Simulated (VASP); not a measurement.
Here is a VASP 6.6.1 calculation.

Contents of INCAR:

```
  PREC = Accurate
  ENCUT = 600
  EDIFF = 1E-6
  ISMEAR = -1
  SIGMA = 0.05
  LREAL = F
  LASPH = T
  NELM = 60
  ALGO = Fast
  ISIF = 3
  LWAVE = F
  LCHARG = F
  IBRION = 2
  NSW = 60
  EDIFFG = -0.01
```

File KPOINTS:

```
regular mesh
0
Gamma
  6 6 6
```

POSCAR

```
Rb3Ba
1.0
   -3.3714590000      3.3714590000      7.3713480000
    3.3714590000     -3.3714590000      7.3713480000
    3.3714590000      3.3714590000     -7.3713480000
Ba Rb
1 3
Direct
    0.0000000000      0.0000000000      0.0000000000
    0.5000000000      0.5000000000      0.0000000000
    0.2500000000      0.7500000000      0.5000000000
    0.7500000000      0.2500000000      0.5000000000
```

Potentials or basis: VASP PAW LDA potentials, release 64 (Ba_sv, Rb_sv).

Launch:

```sh
$ cat potpaw_LDA.64/Ba_sv/POTCAR potpaw_LDA.64/Rb_sv/POTCAR > POTCAR
$ mpirun -np 1 vasp_std > vasp.out
```

(1) What does it give for the band gap on the k mesh?

(2) Predict the relaxed volume.

(3) Predict the space group after relaxing (to 0.1 Å).

(4) Predict the relaxed cell.

## Answers

(1) zero (an odd number of electrons rules out a gap without spin polarisation).

(2) 70.77 Å³/atom.

(3) I4/mmm (No. 139).

(4) a = 8.206 Å, b = 8.206 Å, c = 8.206 Å, α = 133.80°, β = 133.80°, γ = 67.41°.

Caveat: the volume moved by over 15 % at a fixed basis, so the end points are rough; spin-orbit coupling is left out, which moves the levels of the heavy elements.
